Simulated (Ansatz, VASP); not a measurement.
One calculation of TeS2F2, two programs

```xyz
5
Lattice="-1.9752 1.9752 5.2481 1.9752 -1.9752 5.2481 1.9752 1.9752 -5.2481" Properties=species:S:1:pos:R:3 pbc="T T T"
Te    0.0000    0.0000    0.0000
S     0.0000    0.0000    6.2866
S     0.0000    0.0000    4.2096
F     1.9752    0.0000    2.6241
F     0.0000    1.9752    2.6241
```

Change from the starting cell: species swapped into the YNi2Ge2 type (I4/mmm, No. 139).

Alike in both runs: functional PBE; k mesh 14 × 14 × 14; occupations gaussian, width 0.1 eV; no spin polarisation.

Ansatz relaxed the structure, and its values are those at the end. VASP's run is a single point on that final structure, the one shown.

```csv
,VASP,Ansatz
version,VASP 6.6.1,Ansatz 0.2.0
potentials or method,"VASP PAW PBE potentials, release 64 (Te, S, F), cutoff 520 eV","scalar-relativistic, plane waves, PAW"
valence electrons in the cell,32,42
```

```tsv
	VASP	Ansatz	Ansatz less VASP
gap on the k mesh at the Fermi level (eV)	none	none	-
pressure (GPa)	-0.4	0.0	+0.41
rms of the force components (eV/Å)	0.049	0.001	-0.0482
```

A gap of «none» marks a metal or a gap that the smearing closes. The functional is the same, so the differences come from potentials, cutoffs and numerics. VASP's potentials hold 32 valence electrons a cell and Ansatz's 42, so a difference there can come from the potentials and not from the codes.

Neither program's run includes spin-orbit coupling.
